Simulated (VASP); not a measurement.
Runs of VASP 6.6.1 on Mn. The structure is that of space group Pm-3m (No. 221), or close to it. The cells are those of the table. This isn't the form of Mn at room conditions, which is a 58-atom cubic cell.

| cell | gap on the mesh (eV) | pressure (GPa) | moment (μB) |
| --- | --- | --- | --- |
| a = 3.443 Å, angles 60.0°, 2 atoms | none | (a) | 0.00 |
| a = 3.400 Å, angles 60.0°, 2 atoms | none | -2.9 | 0.00 |
| a = 3.216 Å, angles 60.0°, 2 atoms | none | 18.8 | 0.00 |
| a = 3.356 Å, angles 60.0°, 2 atoms | none | 0.6 | 0.00 |
| a = 3.485 Å, angles 60.0°, 2 atoms | none | -7.2 | 0.00 |
| a = 3.311 Å, angles 60.0°, 2 atoms | none | 5.1 | 0.00 |
| a = 3.264 Å, angles 60.0°, 2 atoms | none | (b) | 0.00 |

Alike in all rows: task single point; level PBE; potentials or basis VASP PAW PBE potentials, release 64 (Mn_pv); spin collinear, antiferromagnetic start; k mesh 13 × 13 × 13; cutoff (eV) 520; smearing fermi-dirac 0.05 eV.

Q: Fill in the values left out.

A: (a) -5.4; (b) 11.0.

Caveats: the cell stands under pressure (at least some runs); the cell stands under tension (at least some runs).

A gap of «none» marks levels without a gap at the run's occupations.
